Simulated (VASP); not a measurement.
Here is a VASP 6.6.1 calculation.

INCAR

```
SYSTEM = ZnO
PREC = Accurate
ENCUT = 910
EDIFF = 1E-6
ISMEAR = 0
SIGMA = 0.05
LREAL = .False.
LASPH = .True.
NELM = 120
ALGO = Normal
ISIF = 2
LWAVE = .False.
LCHARG = .True.
GGA = RE
IVDW = 12
LELF = .True.
LVHAR = .True.
NBANDS = 26
GGA_COMPAT = .False.
```

The input KPOINTS:

```
Automatic mesh
0
Gamma
  8 8 6
  0 0 0
```

The input POSCAR:

```
ZnO
1.0
    3.2565113263      0.0000000000      0.0000000000
   -1.6282556631      2.8202215363      0.0000000000
    0.0000000000      0.0000000000      5.2558949999
Zn O
2 2
Direct
    0.3333333333      0.6666666667      0.0015378783
    0.6666666667      0.3333333333      0.5015378783
    0.3333333333      0.6666666667      0.3805621217
    0.6666666667      0.3333333333      0.8805621217
```

Potentials or basis: VASP PAW PBE potentials, release 64 (Zn, O_h).

Run with:

```sh
$ cat potpaw_PBE.64/Zn/POTCAR potpaw_PBE.64/O_h/POTCAR > POTCAR
$ mpirun -np 1 vasp_std > vasp.out
```

Question: Predict the dispersion energy per atom.

Answer: -0.435 eV.

Question: Predict the band gap on the k mesh.

Answer: 0.83 eV, direct.

Forces on the atoms (eV/Å):
```
Zn   0.000  0.000  0.004
Zn   0.000  0.000  0.004
O    0.000  0.000 -0.004
O    0.000  0.000 -0.004
```

Caveat: the PAW data sets were made with another functional, which shifts forces and pressure a little.

**The experiment to reproduce.**

“Electronic structure of alkaline earth and post-transition metal oxides”, 2009, arxiv:0908.1581 quotes, for a bulk crystal of ZnO: band gap 3.37 eV.

A measured gap of ZnO is 3.37 eV (quoted in “Electronic structure of alkaline earth and post-transition metal oxides”, 2009, arxiv:0908.1581); the calculated 0.83 eV misses it by -2.54 eV. So large a miss can be the level of theory's own, or it may mean another phase, state or a wrong row. The value is that of revPBE+D3(BJ), without temperature or zero-point motion. Semilocal functionals fall short of measured gaps as a rule.
